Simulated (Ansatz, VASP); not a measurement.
Two plane-wave programs on ZrC

```
CELL_PARAMETERS angstrom
0.00000 2.57902 2.57902
2.57902 0.00000 2.57902
2.57902 2.57902 0.00000
ATOMIC_POSITIONS crystal
Zr 0.50000 0.50000 0.50000
C 0.75000 0.75000 0.75000
```

Alike in both runs: task single point; functional PBE; k mesh 9 × 9 × 9; occupations fermi-dirac, width 0.05 eV; no spin polarisation.

```csv
,VASP,Ansatz
version,VASP 6.6.1,Ansatz 0.2.0
potentials or method,"VASP PAW PBE potentials, release 64 (Zr_sv, C)",Ansatz PAW soft_1
plane-wave cutoff (eV),520,420
valence electrons in the cell,16,16
```

|  | VASP | Ansatz | Ansatz less VASP |
| --- | --- | --- | --- |
| gap on the k mesh at the Fermi level (eV) | 0.57 | 0.57 | 0.000 |
| least direct gap on the mesh (eV) | 0.57 | 0.57 | 0.000 |
| pressure (GPa) | -5.2 | -5.3 | -0.11 |

Noted on Ansatz's run: odd divisions of the mesh miss points on the zone boundary, where band edges often lie, so the gap on the mesh can be too wide.
